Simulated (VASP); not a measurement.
Bi, 2 atoms in the cell. Symmetry: R-3m, No. 166, trigonal system. Conventional cell: a = 4.531 Å, b = 4.531 Å, c = 11.822 Å, α = 90.00°, β = 90.00°, γ = 120.00°. Bi (site symmetry 3m) has 6 Bi at 3.06 to 3.52 Å within 4.0 Å. 

| Item | Value |
| --- | --- |
| Program | VASP 6.6.1 |
| Task | electric field gradients |
| Functional | PBEsol |
| Potentials or basis | VASP PAW PBE potentials, release 64 (Bi_d) |
| Cutoff | 520 eV |
| k mesh | 10 × 10 × 10 |
| Occupations | fermi-dirac, width 0.03 eV |
| Spin | no spin polarisation |
| Dipole correction | no |
| Further INCAR settings | ALGO = Normal; EDIFF = 1e-08; NBANDS = 22 |

Potentials or basis: VASP PAW PBE potentials, release 64 (Bi_d).

Launch:

```bash
$ cat potpaw_PBE.64/Bi_d/POTCAR > POTCAR
$ mpirun -np 1 vasp_std > vasp.out
```

Hardware: 1 thread of AMD EPYC 9R45 96-Core Processor (Zen 5), on a shared host.

Question: Estimate the wall time of this run.

Answer: It took 89 s on 1 thread of AMD EPYC 9R45 96-Core Processor (Zen 5) (shared host), peak memory 0.26 GiB. Counts: scf iterations 15, k points 116.
